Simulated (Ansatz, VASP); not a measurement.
# CaSe: VASP beside Ansatz

```xyz
2
Lattice="0.0000 3.4320 3.0360 3.4320 0.0000 3.0360 3.4320 3.4320 0.0000" Properties=species:S:1:pos:R:3 pbc="T T T"
Ca    0.0000    0.0000    0.0000
Se    5.1480    5.1480    4.5540
```

Change from the starting cell: strain +0.040 along x and y, -0.080 along z, atoms carried along.

Alike in both runs: task single point; functional PBE; k mesh 6 × 6 × 6; occupations gaussian, width 0.05 eV; no spin polarisation.

```csv
,VASP,Ansatz
version,VASP 6.6.1,Ansatz 0.2.0
potentials or method,"VASP PAW PBE potentials, release 64 (Ca_sv, Se), cutoff 520 eV","scalar-relativistic, plane waves, PAW"
valence electrons in the cell,16,26
```

|  | VASP | Ansatz | Ansatz less VASP |
| --- | --- | --- | --- |
| gap on the k mesh at the Fermi level (eV) | 2.99 | 2.99 | +0.001 |
| least direct gap on the mesh (eV) | 3.11 | 3.11 | 0.000 |
| pressure (GPa) | -0.2 | -0.3 | -0.10 |
| traceless stress, the component that is largest in VASP (GPa) | 0.16 | 0.18 | +0.018 |

VASP's potentials hold 16 valence electrons a cell and Ansatz's 26, so a difference there can come from the potentials and not from the codes.
